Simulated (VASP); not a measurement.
BN: single point with PBE

BN:

```
B N
1.0
     0.00000    1.85678    1.85678
     1.85678    0.00000    1.85678
     1.90754    1.90754   -0.05075
B N
1 1
Direct
  0.00000 0.00000 0.00000
  0.75000 0.75000 0.75000
```

- Program: VASP 6.6.1
- Task: single point
- Functional: PBE
- Potentials or basis: VASP PAW PBE potentials, release 64 (B, N)
- Cutoff: 600 eV
- k mesh: 12 × 12 × 12
- Occupations: gaussian, width 0.05 eV
- Spin: no spin polarisation

* Pressure: -33.6 GPa
* Largest force: 0.222 eV/Å
* Band gap on the k mesh: 4.23 eV, indirect (least direct gap 7.05 eV)

Forces in eV/Å, atoms in the order of the input:
```
B   -0.128 -0.128  0.128
N    0.128  0.128 -0.128
```

Stress tensor (GPa, compression positive):
```
-33.64  -8.64   8.64
 -8.64 -33.64   8.64
  8.64   8.64 -33.64
```

Levels at points of the mesh, in eV from the valence-band top:
```
           k point  band 1  band 2  band 3  band 4  band 5  band 6  band 7  band 8  band 9
(0.00, 0.00, 0.00)  -18.98   -0.15    0.00    0.00    7.05    8.52    8.52    8.95   22.51
(0.50, 0.00, 0.00)  -15.21   -9.66   -1.89   -1.83    8.21    9.71   10.26   14.04   21.62
(0.50, 0.50, 0.00)  -14.11   -8.23   -4.58   -4.17    4.23    8.55   15.90   16.11   18.94
(0.00, 0.00, 0.50)  -15.62   -9.75   -1.50   -1.50    9.24   10.23   10.23   13.72   22.06
```

Run time: 40 s on 1 thread of Intel Xeon 8259CL (shared host), peak memory 0.16 GiB.

A k mesh can miss the band edges. As with any semilocal functional, this PBE gap is likely too small.
